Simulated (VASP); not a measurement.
# CdI2: dielectric tensor with PBE

CdI2:

```
CELL_PARAMETERS angstrom
4.24400 0.00000 0.00000
-2.12200 3.67541 0.00000
0.00000 0.00000 6.85900
ATOMIC_POSITIONS crystal
Cd 0.00000 0.00000 0.00000
I 0.33333 0.66667 0.25249
I 0.66667 0.33333 0.74751
```

- Program: VASP 6.6.1
- Task: dielectric tensor
- Functional: PBE
- Potentials or basis: VASP PAW PBE potentials, release 64 (Cd, I)
- Cutoff: 400 eV
- k mesh: 8 × 8 × 4
- Occupations: gaussian, width 0.01 eV
- Spin: no spin polarisation
- Dipole correction: no
- Further INCAR settings: ALGO = Normal; EDIFF = 1e-08

```yaml
Band_gap_on_the_k_mesh: 2.32 eV (least direct gap 2.57 eV)
Electronic_dielectric_tensor_diagonal: 5.70, 5.70, 4.87
Born_charges_mean_of_the_diagonal: Cd +2.57; I -1.28 e
```

Levels at points of the mesh, in eV from the valence-band top:
```
           k point  band 9  band 10  band 11  band 12  band 13  band 14  band 15  band 16  band 17
(0.00, 0.00, 0.00)   -0.30    -0.30    -0.18    -0.18    -0.15     2.42     4.47     6.34     6.34
(0.50, 0.00, 0.00)   -2.74    -2.03    -1.51    -0.76    -0.15     2.63     4.97     5.88     6.45
(0.00, 0.00, 0.50)   -1.66    -0.44    -0.44    -0.02    -0.02     3.58     4.50     6.13     6.13
(0.50, 0.00, 0.50)   -3.20    -1.29    -1.22    -0.53    -0.49     2.32     4.88     5.77     6.60
```

Electronic dielectric tensor:
```
5.70 0.00 0.00
0.00 5.70 0.00
0.00 0.00 4.87
```

Born effective charge tensors (e):
atom 1, Cd
```
2.98 0.00 0.00
0.00 2.98 0.00
0.00 0.00 1.76
```
atom 2, I
```
-1.49  0.00  0.00
 0.00 -1.49  0.00
 0.00  0.00 -0.88
```
atom 3, I
```
-1.49  0.00  0.00
 0.00 -1.49  0.00
 0.00  0.00 -0.88
```

Run time: 7.5 min on 1 thread of Oxide Virtual Turin-like Processor (shared host), peak memory 0.35 GiB.

Caveat: spin-orbit coupling is left out, which moves the levels of the heavy elements. A k mesh can miss the band edges.
